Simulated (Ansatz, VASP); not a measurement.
Cs in VASP and in Ansatz

File INCAR:

```
PREC = Accurate
ENCUT = 520
EDIFF = 1E-6
ISMEAR = 0
SIGMA = 0.03
LREAL = F
LASPH = T
NELM = 60
ALGO = Normal
ISIF = 2
LWAVE = F
LCHARG = F
NBANDS = 10
```

The input KPOINTS:

```
Automatic mesh
0
Gamma
  8 8 8
```

Contents of POSCAR:

```
Cs
1.0
   -2.8840810378      2.8840810378      2.8840810378
    2.8840810378     -2.8840810378      2.8840810378
    2.8840810378      2.8840810378     -2.8840810378
Cs
1
Direct
    0.0000000000      0.0000000000      0.0000000000
```

Input for Ansatz:

```yaml
crystal:
  lattice:
    - [-2.8840810378, 2.8840810378, 2.8840810378]
    - [2.8840810378, -2.8840810378, 2.8840810378]
    - [2.8840810378, 2.8840810378, -2.8840810378]
  atoms:
    - { symbol: Cs, position: [0.0, 0.0, 0.0] }
hamiltonian:
  xc: lda
  pseudopotentials:
    kind: paw
    azcp:
      Cs: "pseudopotentials/Cs.paw.azcp"
basis:
  ecutwfc: 420
  fft_grid_basis: typed
kpoints:
  mp_grid: { grid: [8, 8, 8], shift: [0, 0, 0] }
magnetization:
  spin_polarized: false
scf:
  occupations: { method: gaussian, width: 0.03 }
  lower_state_search: "off"
output:
  stress: true
```

Alike in both runs: task single point; functional LDA; k mesh 8 × 8 × 8; occupations gaussian, width 0.03 eV; no spin polarisation.

|  | VASP | Ansatz |
| --- | --- | --- |
| version | VASP 6.6.1 | Ansatz 0.2.0 |
| potentials or method | VASP PAW LDA potentials, release 64 (Cs_sv), cutoff 520 eV | plane waves (420 eV) with PAW, scalar-relativistic |
| valence electrons in the cell | 9 | 9 |

|  | VASP | Ansatz | Ansatz less VASP |
| --- | --- | --- | --- |
| pressure (GPa) | 0.0 | 0.0 | +0.01 |

Ansatz warns that its potentials were made for another functional, while VASP's fit it. LDA's correlation is that of Perdew and Zunger in VASP and of Perdew and Wang (1992) in Ansatz.

Spin-orbit coupling is off throughout.
